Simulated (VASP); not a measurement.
# Cu3O2 (P4/mmm) in VASP: relaxation of cell and atoms with PBE

Aim: the relaxation of cell and atoms of Cu3O2 with PBE.

Everything below comes from runs of VASP 6.6.1. Logs are shortened: lines on timing, memory, paths and dates and some standing lists are left out, and cuts for length are marked.

### Step 1. The cell of the first run

Symmetry: P4/mmm, No. 123, tetragonal system. The conventional cell has a = 3.566 Å, b = 3.566 Å, c = 5.072 Å, α = 90.00°, β = 90.00°, γ = 90.00°. Cu (site symmetry 4/mmm) has 6 Cu at 2.52 to 2.54 Å and 8 O at 3.04 Å within 3.3 Å. Within 3.3 Å of Cu (site symmetry 4/mmm) lie 2 Cu at 2.54 Å and 8 O at 2.66 Å. Within 2.3 Å of Cu (site symmetry 4/mmm) lie 2 O at 1.70 Å. Within 2.2 Å of O (site symmetry 4mm) lie 1 O at 1.68 Å and 1 Cu at 1.70 Å.

The cell was generated, and may not be a known phase.

### Step 2. Relaxation of cell and atoms, PBE, collinear spin

Input file INCAR:

```
  PREC = Accurate
  ENCUT = 600
  EDIFF = 1E-6
  ISMEAR = 0
  SIGMA = 0.1
  LREAL = False
  LASPH = True
  NELM = 150
  ALGO = Normal
  ISIF = 3
  LWAVE = False
  LCHARG = False
  ISPIN = 2
  MAGMOM = 1 1 1 0 0
  LORBIT = 11
  LMAXMIX = 4
  GGA = PE
  IBRION = 2
  NSW = 90
  EDIFFG = -0.04
```

Input file KPOINTS:

```
Automatic mesh
0
Gamma
  6 6 4
```

Input file POSCAR:

```
Cu3O2
1.0
    3.5660372200      0.0000000000      0.0000000000
    0.0000000000      3.5660372200      0.0000000000
    0.0000000000      0.0000000000      5.0722307600
Cu O
3 2
Direct
    0.5000000000      0.5000000000      0.5000000000
    0.5000000000      0.5000000000      0.0000000000
    0.0000000000      0.0000000000      0.5000000000
    0.0000000000      0.0000000000      0.1656084900
    0.0000000000      0.0000000000      0.8343915100
```

Potentials or basis: VASP PAW PBE potentials, release 64 (Cu, O).

Command:

```sh
cat potpaw_PBE.64/Cu/POTCAR potpaw_PBE.64/O/POTCAR > POTCAR
mpirun -np 1 vasp_std > vasp.out
```

OUTCAR:

```text
PREC = Accurate
   ENCUT = 600
   EDIFF = 1E-6
   ISMEAR = 0
   LREAL = False
   LASPH = True
   NELM = 150
   ISIF = 3
   ISPIN = 2
   LORBIT = 11
   GGA = PE
   IBRION = 2
   NSW = 90
   EDIFFG = -0.04

 ion  position               nearest neighbor table
   1  0.500  0.500  0.500-   3 2.52   3 2.52   3 2.52   3 2.52   2 2.54   2 2.54
   2  0.500  0.500  0.000-   1 2.54   1 2.54
   3  0.000  0.000  0.500-   4 1.70   5 1.70   1 2.52   1 2.52   1 2.52   1 2.52
   4  0.000  0.000  0.166-   5 1.68   3 1.70
   5  0.000  0.000  0.834-   4 1.68   3 1.70

  LATTYP: Found a simple tetragonal cell.
 ALAT       =     3.5660372200
 C/A-ratio  =     1.4223717945

  Lattice vectors:

 A1 = (   3.5660372200,   0.0000000000,   0.0000000000)
 A2 = (   0.0000000000,   3.5660372200,   0.0000000000)
 A3 = (   0.0000000000,   0.0000000000,   5.0722307600)

Analysis of symmetry for initial positions (statically):
=====================================================================
 Subroutine PRICEL returns:
 Original cell was already a primitive cell.

 Routine SETGRP: Setting up the symmetry group for a
 simple tetragonal supercell.

 Subroutine GETGRP returns: Found 16 space group operations
 (whereof 16 operations were pure point group operations)
 out of a pool of 16 trial point group operations.

The static configuration has the point symmetry D_4h.

Analysis of symmetry for dynamics (positions and initial velocities):
=====================================================================
 Subroutine PRICEL returns:
 Original cell was already a primitive cell.

 Routine SETGRP: Setting up the symmetry group for a
 simple tetragonal supercell.

 Subroutine GETGRP returns: Found 16 space group operations
 (whereof 16 operations were pure point group operations)
 out of a pool of 16 trial point group operations.

The dynamic configuration has the point symmetry D_4h.

Analysis of structural, dynamic, and magnetic symmetry:
=====================================================================
 Subroutine PRICEL returns:
 Original cell was already a primitive cell.

 Routine SETGRP: Setting up the symmetry group for a
 simple tetragonal supercell.

 Subroutine GETGRP returns: Found 16 space group operations
 (whereof 16 operations were pure point group operations)
 out of a pool of 16 trial point group operations.

The overall configuration has the point symmetry D_4h.

 Subroutine INISYM returns: Found 16 space group operations
 (whereof 16 operations are pure point group operations),
 and found     1 'primitive' translations

----------------------------------------------------------------------------------------

                                     Primitive cell

  volume of cell :      64.5016

  direct lattice vectors                    reciprocal lattice vectors
     3.566037220  0.000000000  0.000000000     0.280423321  0.000000000  0.000000000
     0.000000000  3.566037220  0.000000000     0.000000000  0.280423321  0.000000000
     0.000000000  0.000000000  5.072230760     0.000000000  0.000000000  0.197151913

  length of vectors
     3.566037220  3.566037220  5.072230760     0.280423321  0.280423321  0.197151913

  position of ions in fractional coordinates (direct lattice)
     0.500000000  0.500000000  0.500000000
     0.500000000  0.500000000  0.000000000
     0.000000000  0.000000000  0.500000000
     0.000000000  0.000000000  0.165608490
     0.000000000  0.000000000  0.834391510

  ion indices of the primitive-cell ions
   primitive index   ion index
                 1           1
                 2           2
                 3           3
                 4           4
                 5           5

----------------------------------------------------------------------------------------

 KPOINTS: Automatic mesh

Automatic generation of k-mesh.
 Grid dimensions read from file:
 generate k-points for:    6    6    4

 Generating k-lattice:

  Cartesian coordinates                     Fractional coordinates (reciprocal lattice)
     0.046737220  0.000000000  0.000000000     0.166666667  0.000000000  0.000000000
     0.000000000  0.046737220  0.000000000     0.000000000  0.166666667  0.000000000
     0.000000000  0.000000000  0.049287978     0.000000000  0.000000000  0.250000000

[... 40 lines left out ...]
   total plane-waves  NPLWV =  32928
   dimension x,y,z NGX =    28 NGY =   28 NGZ =   42
   dimension x,y,z NGXF=    56 NGYF=   56 NGZF=   84
   ions per type =               3   2
   NGX,Y,Z   is equivalent  to a cutoff of  13.05, 13.05, 13.77 a.u.
   NGXF,Y,Z  is equivalent  to a cutoff of  26.11, 26.11, 27.53 a.u.
 SYSTEM =  unknown system
   PREC   = accura    normal or accurate (medium, high low for compatibility)
   ISTART =      0    job   : 0-new  1-cont  2-samecut
   ICHARG =      2    charge: 1-file 2-atom 10-const
   ISPIN  =      2    spin polarized calculation?
   LNONCOLLINEAR =      F non collinear calculations
   LSORBIT =      F    spin-orbit coupling
   LASPH  =      T    aspherical Exc in radial PAW
   ENCUT  =  600.0 eV  44.10 Ry    6.64 a.u.   7.12  7.12 10.13*2*pi/ulx,y,z
   NELM   =    150;   NELMIN=  2; NELMDL= -5     # of ELM steps
   EDIFF  = 0.1E-05   stopping-criterion for ELM
   LREAL  =      F    real-space projection
   EDIFFG = -.4E-01   stopping-criterion for IOM
   NSW    =     90    number of steps for IOM
   IBRION =      2    ionic relax: 0-MD 1-quasi-New 2-CG
   NFREE  =      1    steps in history (QN), initial steepest desc. (CG)
   ISIF   =      3    stress and relaxation
   ISYM   =      2    0-nonsym 1-usesym 2-fastsym
   POTIM  = 0.5000    time-step for ionic-motion
   TEBEG  =    0.0;   TEEND  =   0.0 temperature during run
   PSTRESS=    0.0 pullay stress
   NELECT =      45.0000    total number of electrons
   NUPDOWN=      -1.0000    fix difference up-down
   EMIN   =  10.00;   EMAX   =-10.00  energy-range for DOS
   EFERMI =   0.00;   METHOD = LEGACY
   ISMEAR =     0;   SIGMA  =   0.10  broadening in eV -4-tet -1-fermi 0-gaus
   EFERMI_NEDOS =   21; number of points for ismear=-14 and -15
   IALGO  =     38    algorithm
   IMIX   =      4    mixing-type and parameters
     AMIX     =   0.40;   BMIX     =  1.00
     AMIX_MAG =   1.60;   BMIX_MAG =  1.00
  volume/ion in A,a.u.               =      12.90        87.06
  Fermi-wavevector in a.u.,A,eV,Ry     =   1.451963  2.743811 28.683738  2.108195
  Thomas-Fermi vector in A             =   2.569399
   LORBIT       =     11    0 simple, 1 ext, 2 COOP (PROOUT), +10 PAW based schemes
   GGA     = PE    functional components
   LHFCALC =     F    Hartree Fock is set to
   AEXX    =    0.0000 exact exchange contribution
   IVDW    =     0    specifies the selected vdW correction
   LEPSILON=     F    determine dielectric tensor
   LRPA    =     F    only Hartree local field effects (RPA)
 conjugate gradient relaxation of ions
 spin polarized calculation
 Gauss-broadening in eV      SIGMA  =   0.10
  energy-cutoff  :      600.00
  volume of cell :       64.50
 maximum number of plane-waves:      2196
   NGX = 15   NGY = 15   NGZ = 21

--------------------------------------- Ionic step        1  -------------------------------------------

 number of electron      44.9999955 magnetization       0.0497682

 Free energy of the ion-electron system (eV)
  ---------------------------------------------------
  ext. energy  EPLUGINS =         0.00000000
  ---------------------------------------------------
  free energy    TOTEN  =       -17.75277100 eV

  energy without entropy =      -17.73500620  energy(sigma->0) =      -17.74388860

------------------------ aborting loop because EDIFF is reached ----------------------------------------

  FORCE on cell =-STRESS in cart. coord.  units (eV):
  Direction    XX          YY          ZZ          XY          YZ          ZX
  --------------------------------------------------------------------------------------
  -------------------------------------------------------------------------------------
  Total       -4.0146196     -4.0146196     14.9846833      0.0000000      0.0000000      0.0000000
  in kB      -99.7204507    -99.7204507    372.2094586      0.0000000      0.0000000      0.0000000
  external PRESSURE =      57.5895191 kB  Pullay stress =       0.0000000 kB
[... 67 lines left out ...]
--------------------------------------- Ionic step        3  -------------------------------------------

 number of electron      44.9999985 magnetization       0.0061807

 E-fermi :   3.0772     XC(G=0): -10.7225

 val. band max:        3.0660448130   @ k =   0.3333   0.1667   0.0000
 cond. band min:       3.0872826900   @ k =   0.5000   0.0000   0.2500
 fundamental gap:      0.0212378770
 Fermi energy:         3.0771813970

 spin component 1

 k-point     1 :       0.0000    0.0000    0.0000
  band No.  band energies     occupation
      1     -15.1335      1.00000
      2     -13.1063      1.00000
      3      -3.5108      1.00000
      4      -1.9039      1.00000
      5      -0.5619      1.00000
      6      -0.4236      1.00000
[... 1563 lines left out ...]
  FREE ENERGIE OF THE ION-ELECTRON SYSTEM (eV)
  ---------------------------------------------------
  free  energy   TOTEN  =       -18.6230940448 eV

  energy  without entropy=      -18.6017436805  energy(sigma->0) =      -18.61241886

[... ionic steps 4 to 7 ...]

--------------------------------------- Ionic step        8  -------------------------------------------

 number of electron      44.9999968 magnetization      -0.0001831

 number of electron      44.9999968 magnetization       0.0003327
[... 77 lines left out ...]
 number of electron      45.0000028 magnetization      -0.0002462

 number of electron      45.0000028 magnetization       0.0003768

 Free energy of the ion-electron system (eV)
  ---------------------------------------------------
  ext. energy  EPLUGINS =         0.00000000
  ---------------------------------------------------
  free energy    TOTEN  =       -19.62720790 eV

  energy without entropy =      -19.60056333  energy(sigma->0) =      -19.61388562

 E-fermi :   3.8674     XC(G=0): -11.2950

 val. band max:        3.8658649488   @ k =   0.5000   0.1667   0.5000
 cond. band min:       3.9005473608   @ k =   0.3333   0.0000   0.2500
 fundamental gap:      0.0346824120
 Fermi energy:         3.8673583084

 spin component 1

 k-point     1 :       0.0000    0.0000    0.0000
  band No.  band energies     occupation
      1     -13.9391      1.00000
      2     -12.9529      1.00000
      3      -2.6705      1.00000
      4      -1.9287      1.00000
      5      -0.7301      1.00000
      6      -0.4601      1.00000
[... 1563 lines left out ...]
  FREE ENERGIE OF THE ION-ELECTRON SYSTEM (eV)
  ---------------------------------------------------
  free  energy   TOTEN  =       -19.6272078994 eV

  energy  without entropy=      -19.6005633308  energy(sigma->0) =      -19.61388562

 reached required accuracy - stopping structural energy minimisation

 total charge

# of ion       s       p       d       tot
------------------------------------------
    1        0.389   0.265   9.316   9.970
    2        0.195   0.125   9.218   9.539
    3        0.582   0.611   9.118  10.311
    4        1.592   3.249   0.000   4.841
    5        1.592   3.249   0.000   4.841
--------------------------------------------------
tot          4.352   7.499  27.652  39.503

 magnetization (x)

# of ion       s       p       d       tot
------------------------------------------
    1       -0.000  -0.000   0.000  -0.000
    2       -0.000  -0.000   0.000   0.000
    3        0.000   0.000   0.000   0.000
    4        0.000   0.000   0.000   0.000
    5        0.000   0.000   0.000   0.000
--------------------------------------------------
tot         -0.000   0.000   0.000   0.001
```

Wall time 33 min (1 thread of Intel Xeon 8259CL, shared host); peak memory 0.28 GiB.

What came out:

```yaml
Free_energy: -19.6272 eV
Relaxed_volume: 12.11 Å³/atom
Relaxed_cell: a = 3.209 Å, b = 3.209 Å, c = 5.881 Å, α = 90.00°, β = 90.00°, γ = 90.00°
Space_group_after_relaxing_to_0.1_Å: P4/mmm (No. 123)
Energy_gained_by_relaxing: 374.9 meV/atom
Ionic_steps: 10
Pressure_after_relaxing: -0.1 GPa
Largest_force_after_relaxing: 0.039 eV/Å
Net_moment: 0.00 μB per cell
Valence_electrons_inside_the_program's_atomic_spheres: Cu 9.97, 9.54, 10.31; O 4.84
```

Forces on the atoms (eV/Å):
```
Cu   0.000  0.000  0.000
Cu   0.000  0.000  0.000
Cu   0.000  0.000  0.000
O    0.000  0.000  0.039
O    0.000  0.000 -0.039
```

Step by step:
| step | energy change (eV) | largest force (eV/Å) | pressure (GPa) | volume (Å³) |
| --- | --- | --- | --- | --- |
| 1 | 0.0000 | 0.2274 | 5.76 | 64.50 |
| 2 | -0.8612 | 2.2876 | -11.23 | 68.22 |
| 3 | -0.8703 | 2.0224 | -9.48 | 67.66 |
| 4 | -1.6833 | 1.8922 | -4.18 | 61.66 |
| 5 | -1.8107 | 1.1352 | -0.41 | 59.40 |
| 6 | -1.8165 | 0.8685 | 1.33 | 58.63 |
| 7 | -1.8476 | 0.6301 | 3.88 | 59.19 |
| 8 | -1.8618 | 0.0413 | 2.78 | 59.00 |
| 9 | -1.8739 | 0.0528 | -0.53 | 60.86 |
| 10 | -1.8744 | 0.0385 | -0.06 | 60.55 |

Final structure:
```
CELL_PARAMETERS angstrom
3.20867 0.00000 0.00000
0.00000 3.20867 0.00000
0.00000 0.00000 5.88122
ATOMIC_POSITIONS crystal
Cu 0.50000 0.50000 0.50000
Cu 0.50000 0.50000 0.00000
Cu 0.00000 0.00000 0.50000
O 0.00000 0.00000 0.19992
O 0.00000 0.00000 0.80008
```

Caveat: a cell axis changed by over 15 % at a fixed basis, so the end point is rough. With open d or f shells a metallic result of PBE can be an artefact of self-interaction; +U or a hybrid may open a gap.
